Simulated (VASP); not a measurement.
CaS (Oldhamite): single point with PBE

The system is CaS (Oldhamite).

```
CELL_PARAMETERS angstrom
0.00000 2.82718 2.82718
2.82718 0.00000 2.82718
2.82718 2.82718 0.00000
ATOMIC_POSITIONS crystal
Ca 0.00000 0.00000 0.00000
S 0.50000 0.50000 0.50000
```

This cell differs from its parent crystal: volume scaled by 0.97.

| Item | Value |
| --- | --- |
| Program | VASP 6.6.1 |
| Task | single point |
| Functional | PBE |
| Potentials or basis | VASP PAW PBE potentials, release 64 (Ca_sv, S) |
| Cutoff | 500 eV |
| k mesh | 8 × 8 × 8 |
| Occupations | gaussian, width 0.02 eV |
| Spin | no spin polarisation |
| Dipole correction | no |
| Further INCAR settings | ALGO = Normal; EDIFF = 1e-06; NBANDS = 15 |

```yaml
Pressure: 2.0 GPa
Band_gap_on_the_k_mesh: 2.31 eV, indirect (least direct gap 3.13 eV)
```

Levels at points of the mesh, in eV from the valence-band top:
```
           k point  band 4  band 5  band 6  band 7  band 8  band 9  band 10  band 11  band 12  band 13
(0.00, 0.00, 0.00)  -20.11  -11.40    0.00    0.00    0.00    4.16     4.16     4.16     4.28     4.77
(0.50, 0.00, 0.00)  -20.12  -10.54   -3.17   -1.20   -1.20    5.26     6.14     6.27     6.27     8.29
(0.50, 0.50, 0.00)  -20.16  -10.75   -2.32   -0.82   -0.82    2.31     5.64     6.13     6.88     6.88
```

Wall time 22 s on 1 thread of Intel(R) Xeon(R) Platinum 8259CL CPU @ 2.50GHz (Skylake/Cascade Lake), with other jobs on the host, peak memory 0.17 GiB.

 A k mesh can miss the band edges.
